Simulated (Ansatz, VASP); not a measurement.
Si63Ge: VASP beside Ansatz

```
CELL_PARAMETERS angstrom
6.65089 6.65089 3.84477
-9.97633 3.32544 1.92239
3.32544 -9.97633 9.61193
ATOMIC_POSITIONS crystal
Ge 0.13377 0.95383 0.95469
Si 0.38435 0.70442 0.70435
Si 0.13339 0.70522 0.20483
Si 0.63340 0.45456 0.45472
Si 0.88322 0.20488 0.20501
Si 0.38274 0.45427 0.95474
Si 0.63321 0.20479 0.70466
Si 0.13356 0.45441 0.45470
Si 0.38392 0.20517 0.20533
Si 0.13330 0.20412 0.70471
Si 0.88332 0.95453 0.45516
Si 0.63359 0.95432 0.95440
Si 0.88303 0.70386 0.70417
Si 0.38357 0.95451 0.45439
Si 0.63362 0.70400 0.20489
Si 0.88384 0.45527 0.95479
Si 0.11687 0.54676 0.04531
Si 0.36621 0.29501 0.79534
Si 0.61638 0.04527 0.54531
Si 0.11640 0.29527 0.29519
Si 0.37093 0.04675 0.04683
Si 0.11659 0.04504 0.54528
Si 0.86627 0.79504 0.29599
Si 0.61708 0.79518 0.79510
Si 0.86625 0.54493 0.54493
Si 0.36663 0.79534 0.29497
Si 0.61569 0.54445 0.04525
Si 0.11647 0.79225 0.79232
Si 0.36673 0.54512 0.54499
Si 0.86631 0.29596 0.79506
Si 0.61664 0.29556 0.29554
Si 0.86571 0.04594 0.04553
Si 0.04264 0.13653 0.95555
Si 0.29552 0.88372 0.70429
Si 0.54478 0.63407 0.45495
Si 0.04400 0.88432 0.20596
Si 0.29501 0.63446 0.95487
Si 0.04486 0.63385 0.45507
Si 0.79473 0.38427 0.20525
Si 0.54433 0.38411 0.70515
Si 0.79462 0.13393 0.45514
Si 0.29444 0.38399 0.20499
Si 0.54596 0.13430 0.95487
Si 0.04493 0.38361 0.70482
Si 0.29474 0.13400 0.45506
Si 0.79503 0.88417 0.70518
Si 0.54554 0.88369 0.20514
Si 0.79369 0.63377 0.95533
Si 0.20611 0.61486 0.79412
Si 0.45519 0.36570 0.54487
Si 0.70514 0.11579 0.29503
Si 0.20458 0.36681 0.04518
Si 0.45512 0.11566 0.79486
Si 0.20515 0.11591 0.29500
Si 0.95162 0.86542 0.04670
Si 0.70504 0.86580 0.54515
Si 0.95540 0.61576 0.29500
Si 0.45663 0.86551 0.04503
Si 0.70520 0.61565 0.79492
Si 0.20555 0.86557 0.54445
Si 0.45504 0.61563 0.29480
Si 0.95519 0.36565 0.54479
Si 0.70591 0.36594 0.04488
Si 0.95466 0.11635 0.79479
```

Alike in both runs: task single point; functional PBE; k mesh 1 × 1 × 1; occupations gaussian, width 0.05 eV; collinear spin.

|  | VASP | Ansatz |
| --- | --- | --- |
| version | VASP 6.6.1 | Ansatz 0.2.0 |
| potentials or method | VASP PAW PBE potentials, release 64 (Ge_d, Si), cutoff 520 eV | scalar-relativistic, plane waves, PAW |
| valence electrons in the cell | 266 | 266 |

|  | VASP | Ansatz | Ansatz less VASP |
| --- | --- | --- | --- |
| gap on the k mesh at the Fermi level (eV) | 1.27 | 1.27 | -0.001 |
| rms of the force components (eV/Å) | 0.004 | 0.004 | +0.0003 |
| net moment per atom (μB) | 0.00 | 0.00 | 0.000 |

Atom by atom the forces differ by 0.002 eV/Å (rms over components). Ansatz's warnings: seeded moment not kept.
